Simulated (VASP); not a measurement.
# MgO (Periclase) in VASP: single point with PBE+D3(BJ)

Aim: the single point of MgO (Periclase) with PBE+D3(BJ).

Everything below comes from runs of VASP 6.6.1. Logs are shortened: lines on timing, memory, paths and dates and some standing lists are left out, and cuts for length are marked.

**1. The cell of the first run**

The cell holds a slab with vacuum, 32 atoms: a = 5.951 Å, b = 5.951 Å, c = 23.312 Å, α = 90.00°, β = 90.00°, γ = 90.00°.

**2. Single point, PBE+D3(BJ)**

Contents of INCAR:

```
PREC = Accurate
ENCUT = 520
EDIFF = 1E-6
ISMEAR = 0
SIGMA = 0.05
LREAL = Auto
LASPH = True
NELM = 100
ALGO = Normal
ISIF = 2
LWAVE = False
LCHARG = True
LDIPOL = True
IDIPOL = 3
DIPOL = 0.5 0.5 0.500
GGA = PE
IVDW = 12
LELF = True
LVHAR = True
LVACPOTAV = True
NBANDS = 86
```

Contents of KPOINTS:

```
regular mesh
0
Gamma
  5 5 1
```

Contents of POSCAR:

```
MgO
1.0
    5.9510445407      0.0000000000      0.0000000000
    0.0000000000      5.9510445407      0.0000000000
    0.0000000000      0.0000000000     23.3120359248
Mg O
16 16
Direct
    0.2500000000      0.2500000000      0.3646185184
    0.2500000000      0.7500000000      0.3646185184
    0.7500000000      0.2500000000      0.3646185184
    0.7500000000      0.7500000000      0.3646185184
    0.5000000000      0.5000000000      0.4548728395
    0.5000000000      0.0000000000      0.4548728395
    0.0000000000      0.5000000000      0.4548728395
    0.0000000000      0.0000000000      0.4548728395
    0.7500000000      0.7500000000      0.5454993714
    0.7500000000      0.2500000000      0.5454993714
    0.2500000000      0.7500000000      0.5454993714
    0.2500000000      0.2500000000      0.5454993714
    0.0000000000      0.0000000000      0.6351676761
    0.0000000000      0.5000000000      0.6351676761
    0.5000000000      0.0000000000      0.6351676761
    0.5000000000      0.5000000000      0.6351676761
    0.5000000000      0.5000000000      0.3646185184
    0.5000000000      0.0000000000      0.3646185184
    0.0000000000      0.5000000000      0.3646185184
    0.0000000000      0.0000000000      0.3646185184
    0.7500000000      0.7500000000      0.4548728395
    0.7500000000      0.2500000000      0.4548728395
    0.2500000000      0.7500000000      0.4548728395
    0.2500000000      0.2500000000      0.4548728395
    0.0000000000      0.0000000000      0.5452489435
    0.0000000000      0.5000000000      0.5452489435
    0.5000000000      0.0000000000      0.5452489435
    0.5000000000      0.5000000000      0.5452489435
    0.2500000000      0.2500000000      0.6373284078
    0.2500000000      0.7500000000      0.6373284078
    0.7500000000      0.2500000000      0.6373284078
    0.7500000000      0.7500000000      0.6373284078
```

Potentials or basis: VASP PAW PBE potentials, release 64 (Mg, O).

Command:

```sh
$ cat potpaw_PBE.64/Mg/POTCAR potpaw_PBE.64/O/POTCAR > POTCAR
$ mpirun -np 1 vasp_std > vasp.out
```

OUTCAR:

```text
PREC = Accurate
   ENCUT = 520
   EDIFF = 1E-6
   ISMEAR = 0
   LREAL = Auto
   LASPH = True
   NELM = 100
   ISIF = 2
   GGA = PE
   IVDW = 12
 IVDW          = 12

 ion  position               nearest neighbor table
   1  0.250  0.250  0.365-  17 2.10  18 2.10  19 2.10  20 2.10  24 2.10   3 2.98   2 2.98   2 2.98
                             3 2.98   8 2.98   5 2.98   6 2.98   7 2.98
   2  0.250  0.750  0.365-  17 2.10  18 2.10  19 2.10  20 2.10  23 2.10   4 2.98   1 2.98   1 2.98
                             4 2.98   8 2.98   5 2.98   6 2.98   7 2.98
   3  0.750  0.250  0.365-  17 2.10  18 2.10  19 2.10  20 2.10  22 2.10   4 2.98   1 2.98   4 2.98
                             1 2.98   8 2.98   5 2.98   6 2.98   7 2.98
   4  0.750  0.750  0.365-  17 2.10  18 2.10  19 2.10  20 2.10  21 2.10   3 2.98   2 2.98   3 2.98
                             2 2.98   8 2.98   5 2.98   6 2.98   7 2.98
   5  0.500  0.500  0.455-  21 2.10  22 2.10  23 2.10  24 2.10  17 2.10  28 2.11   6 2.98   7 2.98
                             6 2.98   7 2.98   3 2.98   4 2.98   1 2.98   2 2.98   9 2.98  10 2.98
   6  0.500  0.000  0.455-  21 2.10  22 2.10  23 2.10  24 2.10  18 2.10  27 2.11   5 2.98   8 2.98
                             5 2.98   8 2.98   3 2.98   4 2.98   1 2.98   2 2.98   9 2.98  10 2.98
   7  0.000  0.500  0.455-  21 2.10  22 2.10  23 2.10  24 2.10  19 2.10  26 2.11   5 2.98   8 2.98
                             8 2.98   5 2.98   3 2.98   4 2.98   1 2.98   2 2.98   9 2.98  10 2.98
   8  0.000  0.000  0.455-  21 2.10  22 2.10  23 2.10  24 2.10  20 2.10  25 2.11   6 2.98   7 2.98
                             7 2.98   6 2.98   3 2.98   4 2.98   1 2.98   2 2.98   9 2.98  10 2.98
   9  0.750  0.750  0.545-  25 2.10  26 2.10  27 2.10  28 2.10  21 2.11  32 2.14  15 2.97  16 2.97
[... 38 lines left out ...]
 A1 = (   5.9510445407,   0.0000000000,   0.0000000000)
 A2 = (   0.0000000000,   5.9510445407,   0.0000000000)
 A3 = (   0.0000000000,   0.0000000000,  23.3120359248)

Analysis of symmetry for initial positions (statically):
=====================================================================
 Subroutine PRICEL returns following result:

  LATTYP: Found a simple tetragonal cell.
 ALAT       =     2.9755222703
 C/A-ratio  =     7.8346030736

  Lattice vectors:

 A1 = (   2.9755222703,   0.0000000000,   0.0000000000)
 A2 = (   0.0000000000,   2.9755222703,   0.0000000000)
 A3 = (   0.0000000000,   0.0000000000,  23.3120359248)

   4 primitive cells build up your supercell.

 Routine SETGRP: Setting up the symmetry group for a
 simple tetragonal supercell.

 Subroutine GETGRP returns: Found  8 space group operations
 (whereof  8 operations were pure point group operations)
 out of a pool of 16 trial point group operations.

The static configuration has the point symmetry C_4v.

Analysis of symmetry for dynamics (positions and initial velocities):
=====================================================================
 Subroutine PRICEL returns following result:

  LATTYP: Found a simple tetragonal cell.
[... 132 lines left out ...]
  volume/ion in A,a.u.               =      25.80       174.11
  Fermi-wavevector in a.u.,A,eV,Ry     =   0.879473  1.661963 10.523741  0.773473
  Thomas-Fermi vector in A             =   1.999702
   LORBIT       =      0    0 simple, 1 ext, 2 COOP (PROOUT), +10 PAW based schemes
   GGA     = PE    functional components
   LHFCALC =     F    Hartree Fock is set to
   AEXX    =    0.0000 exact exchange contribution
   IVDW    =    12    specifies the selected vdW correction
   LEPSILON=     F    determine dielectric tensor
   LRPA    =     F    only Hartree local field effects (RPA)
 non-spin polarized calculation
 Gauss-broadening in eV      SIGMA  =   0.05
  energy-cutoff  :      520.00
  volume of cell :      825.59
 maximum number of plane-waves:     22282
 NGX is ok and might be reduce to    48
   NGX = 23   NGY = 23   NGZ = 87

 dipolmoment           0.000000      0.000000     -0.000000 electrons x Angstroem

 number of electron     127.9999929 magnetization

 dipolmoment           0.000000      0.000000      0.092538 electrons x Angstroem

 Free energy of the ion-electron system (eV)
  ---------------------------------------------------
  ext. energy  EPLUGINS =         0.00000000
  ---------------------------------------------------
  free energy    TOTEN  =      -186.69342821 eV

  energy without entropy =     -186.69342821  energy(sigma->0) =     -186.69342821

 E-fermi :  -1.7999     XC(G=0):  -4.6688

 val. band max:       -2.0471613849   @ k =   0.0000   0.0000   0.0000
 cond. band min:       1.3001566301   @ k =   0.0000   0.0000   0.0000
 fundamental gap:      3.3473180150
 Fermi energy:        -1.7999271112

 k-point     1 :       0.0000    0.0000    0.0000
  band No.  band energies     occupation
      1     -19.0815      2.00000
      2     -18.5489      2.00000
      3     -18.0696      2.00000
      4     -18.0696      2.00000
      5     -18.0274      2.00000
      6     -18.0274      2.00000
[... 463 lines left out ...]
     75       5.2510      0.00000
     76       5.2510      0.00000
 [bands above 76 left out]

------------------------ aborting loop because EDIFF is reached ----------------------------------------

 Edisp (eV)   -7.03411

 E8    (eV) :    -2.8515

  FORCE on cell =-STRESS in cart. coord.  units (eV):
  Direction    XX          YY          ZZ          XY          YZ          ZX
  --------------------------------------------------------------------------------------
  -------------------------------------------------------------------------------------
  Total     -14.52695   -14.52695     0.20075     0.00000     0.00000    -0.00000
  in kB     -28.19152   -28.19152     0.38959     0.00000     0.00000    -0.00000
  external pressure =      -18.66 kB  Pullay stress =        0.00 kB

 VOLUME and BASIS-vectors are now :
 -----------------------------------------------------------------------------
  energy-cutoff  :      520.00
  volume of cell :      825.59
      direct lattice vectors                 reciprocal lattice vectors
     5.951044541  0.000000000  0.000000000     0.168037727  0.000000000  0.000000000
     0.000000000  5.951044541  0.000000000     0.000000000  0.168037727  0.000000000
     0.000000000  0.000000000 23.312035925     0.000000000  0.000000000  0.042896296

 POSITION                                       TOTAL-FORCE (eV/Angst)
 -----------------------------------------------------------------------------------
      1.48776      1.48776      8.50000         0.000000      0.000000      0.439833
      1.48776      4.46328      8.50000         0.000000     -0.000000      0.439833
      4.46328      1.48776      8.50000        -0.000000      0.000000      0.439833
      4.46328      4.46328      8.50000        -0.000000      0.000000      0.439833
      2.97552      2.97552     10.60401        -0.000000      0.000000      0.072325
      2.97552      0.00000     10.60401         0.000000     -0.000000      0.072325
[... 24 lines left out ...]
      4.46328      1.48776     14.85742        -0.000000      0.000000      0.017013
      4.46328      4.46328     14.85742         0.000000     -0.000000      0.017013
 -----------------------------------------------------------------------------------
    total drift:                                0.000000      0.000000     -0.014177

  FREE ENERGIE OF THE ION-ELECTRON SYSTEM (eV)
  ---------------------------------------------------
  free  energy   TOTEN  =      -193.7275369930 eV

  energy  without entropy=     -193.7275369930  energy(sigma->0) =     -193.72753699

 vacuum level on the upper side and lower side of the slab         3.218         2.745
```

It took 21 min on 1 thread of AMD EPYC 7R13 (Zen 3), shared host; peak memory 0.89 GiB.

What came out:

* Free energy: -193.7275 eV
* Largest force: 0.544 eV/Å
* Band gap on the k mesh: 3.35 eV
* Dispersion energy per atom: -0.220 eV

Forces in eV/Å, atoms in the order of the input:
```
Mg   0.000  0.000  0.440
Mg   0.000  0.000  0.440
Mg   0.000  0.000  0.440
Mg   0.000  0.000  0.440
Mg   0.000  0.000  0.072
Mg   0.000  0.000  0.072
Mg   0.000  0.000  0.072
Mg   0.000  0.000  0.072
Mg   0.000  0.000 -0.002
Mg   0.000  0.000 -0.002
Mg   0.000  0.000 -0.002
Mg   0.000  0.000 -0.002
Mg   0.000  0.000 -0.025
Mg   0.000  0.000 -0.025
Mg   0.000  0.000 -0.025
Mg   0.000  0.000 -0.025
O    0.000  0.000 -0.544
O    0.000  0.000 -0.544
O    0.000  0.000 -0.544
O    0.000  0.000 -0.544
O    0.000  0.000  0.059
O    0.000  0.000  0.059
O    0.000  0.000  0.059
O    0.000  0.000  0.059
O    0.000  0.000 -0.016
O    0.000  0.000 -0.016
O    0.000  0.000 -0.016
O    0.000  0.000 -0.016
O    0.000  0.000  0.017
O    0.000  0.000  0.017
O    0.000  0.000  0.017
O    0.000  0.000  0.017
```
